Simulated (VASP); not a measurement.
Runs of VASP 6.6.1 on NaH. The structure is cubic, space group Fm-3m (No. 225). Conventional cell: a = 4.795 Å, b = 4.795 Å, c = 4.795 Å, α = 90.00°, β = 90.00°, γ = 90.00°. Within 3.2 Å of Na (site symmetry m-3m) lie 6 H at 2.40 Å. H (site symmetry m-3m) has 6 Na at 2.40 Å within 3.2 Å. 

```tsv
level	k mesh	cutoff (eV)	smearing	grid for exact exchange (PRECFOCK)	share of exact exchange	screening parameter	gap on the mesh (eV)	pressure (GPa)
HSE06	4 × 4 × 4	400	gaussian 0.5 eV	Normal	0.25	0.2079 1/Å	4.84	-0.3
r2SCAN	6 × 6 × 6	550	gaussian 0.01 eV	-	-	-	4.46	-0.3
HSE06	4 × 4 × 4	400	gaussian 0.01 eV	Normal	0.25	0.2079 1/Å	4.84	-0.3
PBE-based screened hybrid with 75 % exact exchange	4 × 4 × 4	400	gaussian 0.01 eV	Normal	0.75	0.5 1/Å	5.33	-0.9
PBE	6 × 6 × 6	500	methfessel-paxton 0.5 eV	-	-	-	3.85	0.5
PBE-based screened hybrid with 100 % exact exchange	4 × 4 × 4	400	gaussian 0.01 eV	Normal	1	0.3 1/Å	7.28	(c)
PBE+D4	6 × 6 × 6	500	gaussian 0.01 eV	-	-	-	3.85	(a)
PBE-based screened hybrid with 10 % exact exchange	4 × 4 × 4	400	gaussian 0.01 eV	Normal	0.1	0.2078 1/Å	4.21	(b)
PBE	6 × 6 × 6	520	gaussian 0.01 eV	-	-	-	3.85	0.5
HSE06	4 × 4 × 4	520	gaussian 0.01 eV	Normal	0.25	0.2079 1/Å	4.85	0.2
```

Alike in all rows: task single point; potentials or basis VASP PAW PBE potentials, release 64 (Na_pv, H); no spin polarisation; cell as given.

Question: Fill in the values left out.

Answer: (a) -0.1; (b) 0.1; (c) -1.4.

Caveats: some runs use coarse meshes; the PAW data sets were made with another functional, which shifts forces and pressure a little (at least some runs).

A k mesh can miss the band edges.
